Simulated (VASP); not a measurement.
Fe: single point with PBE

Crystal: Fe.

```
CELL_PARAMETERS angstrom
2.30634 0.00000 0.00000
0.00000 2.30634 0.00000
0.00000 0.00000 2.30634
ATOMIC_POSITIONS crystal
Fe 0.00000 0.00000 0.00000
```

This cell differs from its parent crystal: volume scaled by 0.92.

```json
{"Program": "VASP 6.6.1", "Task": "single point", "Functional": "PBE", "Potentials or basis": "VASP PAW PBE potentials, release 64 (Fe)", "Cutoff": "520 eV", "k mesh": "15 × 15 × 15", "Occupations": "fermi-dirac, width 0.05 eV", "Spin": "collinear spin, ferromagnetic start", "Starting moments": "[2.367] μB", "Dipole correction": "no", "Further INCAR settings": "ALGO = Normal; EDIFF = 1e-06; NBANDS = 14"}
```

```json
{
 "Pressure": "11.9 GPa",
 "Net moment": "2.25 μB per cell",
 "Site moments": "Fe +2.23 μB",
 "Valence electrons inside the program's atomic spheres": "Fe 7.32"
}
```

Levels at points of the mesh, in eV from the Fermi level:
Spin up:
```
           k point  band 2  band 3  band 4  band 5  band 6  band 7  band 8  band 9
(0.00, 0.00, 0.00)   -4.11   -4.11   -0.32   -0.32   -0.32   19.76   19.76   19.76
```
Spin down:
```csv
k point,band 1,band 2,band 3,band 4,band 5,band 6
"(0.00, 0.00, 0.00)",-7.87,-2.74,-2.74,2.59,2.59,2.59
```

Run time: 70 s on 1 thread of AMD EPYC 7R13, on a shared host, peak memory 0.11 GiB.
